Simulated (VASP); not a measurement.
A run of VASP 6.6.1 is set up as follows.

Contents of POSCAR:

```
Sb
1.0
    2.1706020527      1.2531976795      3.8710910875
   -2.1706020527      1.2531976795      3.8710910875
    0.0000000000     -2.5063953589      3.8710910875
Sb
2
Direct
    0.2313018333      0.2313018333      0.2313018333
    0.7686981667      0.7686981667      0.7686981667
```

INCAR.step1

```
  ALGO = Normal
  EDIFF = 1E-4
  ENCUT = 520
  GGA = PE
  ISMEAR = 0
  LASPH = True
  LCHARG = False
  LREAL = False
  LWAVE = True
  NBANDS = 12
  NELM = 60
  PREC = Accurate
  SIGMA = 0.3
```

INCAR.step2

```
  ALGO = Normal
  EDIFF = 1E-6
  ENCUT = 520
  ISIF = 2
  ISMEAR = 0
  ISTART = 1
  LASPH = True
  LCHARG = False
  LMIXTAU = True
  LREAL = False
  LWAVE = False
  METAGGA = R2SCAN
  NBANDS = 12
  NELM = 60
  PREC = Accurate
  SIGMA = 0.3
```

Contents of KPOINTS:

```
k-points
0
Gamma
  9 9 9
```

Potentials or basis: VASP PAW PBE potentials, release 64 (Sb).

Launch:

```console
$ cat potpaw_PBE.64/Sb/POTCAR > POTCAR
$ cp INCAR.step1 INCAR
$ mpirun -np 1 vasp_std > vasp.out
$ cp INCAR.step2 INCAR
$ mpirun -np 1 vasp_std > vasp.out
```

Question: Predict the band gap on the k mesh.

Answer: 0.13 eV, indirect (least direct gap 0.58 eV).

Question: What does it give for the pressure?

Answer: 0.1 GPa.

Question: What does it give for the largest force?

Answer: 0.058 eV/Å.

Forces on the atoms (eV/Å):
```
Sb   0.000  0.000  0.058
Sb   0.000  0.000 -0.058
```

Caveat: the PAW data sets were made with another functional, which shifts forces and pressure a little; spin-orbit coupling is left out, which moves the levels of the heavy elements. A k mesh can miss the band edges.
